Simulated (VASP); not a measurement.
Write the native input for VASP 6.6.1 that does the following.

- Task: relaxation of cell and atoms
- Functional: PBE
- Potentials or basis: VASP PAW PBE potentials, release 64 (Cd, Se)
- Cutoff: 600 eV
- k mesh: 4 × 4 × 4
- Occupations: gaussian, width 0.1 eV
- Spin: no spin polarisation
- Dipole correction: no
- Further INCAR settings: ALGO = Normal; EDIFF = 1e-06; IBRION = 2; EDIFFG = -0.04; NSW = 90; ISIF = 3

The structure of CdSe4 lies in POSCAR:

```
CdSe4
1.0
    5.3082238000      0.0000000000      0.0000000000
    0.0000000000      5.3082238000      0.0000000000
    0.0000000000      0.0000000000      5.3082238000
Cd Se
1 4
Direct
    0.0000000000      0.0000000000      0.0000000000
    0.2500000000      0.2500000000      0.2500000000
    0.7500000000      0.7500000000      0.2500000000
    0.2500000000      0.7500000000      0.7500000000
    0.7500000000      0.2500000000      0.7500000000
```

The cell was built from a structure type or drawn by symmetry, and may not be a known phase.

These files were run (other wordings do the same):

INCAR

```
SYSTEM = CdSe4
PREC = Accurate
ENCUT = 600
EDIFF = 1E-6
ISMEAR = 0
SIGMA = 0.1
LREAL = .False.
LASPH = .True.
NELM = 60
ALGO = Normal
ISIF = 3
LWAVE = .False.
LCHARG = .False.
GGA = PE
IBRION = 2
NSW = 90
EDIFFG = -0.04
```

KPOINTS

```
Automatic mesh
0
Gamma
  4 4 4
  0 0 0
```

Potentials or basis: VASP PAW PBE potentials, release 64 (Cd, Se).

Launch:

```sh
$ cat potpaw_PBE.64/Cd/POTCAR potpaw_PBE.64/Se/POTCAR > POTCAR
$ mpirun -np 1 vasp_std > vasp.out
```

Results of the run:

* Relaxed volume: 26.30 Å³/atom
* Relaxed cell: a = 5.085 Å, b = 5.085 Å, c = 5.085 Å, α = 90.00°, β = 90.00°, γ = 90.00°
* Space group after relaxing (to 0.1 Å): P-43m (No. 215)
* Pressure after relaxing: -0.1 GPa
* Band gap on the k mesh: zero (bands 18 and 19 overlap by 0.73 eV)

Caveat: semilocal functionals underestimate gaps, so a narrow gap can read as zero.

It took 8.5 min on 1 thread of Intel(R) Xeon(R) Platinum 8259CL CPU @ 2.50GHz (Skylake/Cascade Lake), on a shared host, peak memory 0.29 GiB.
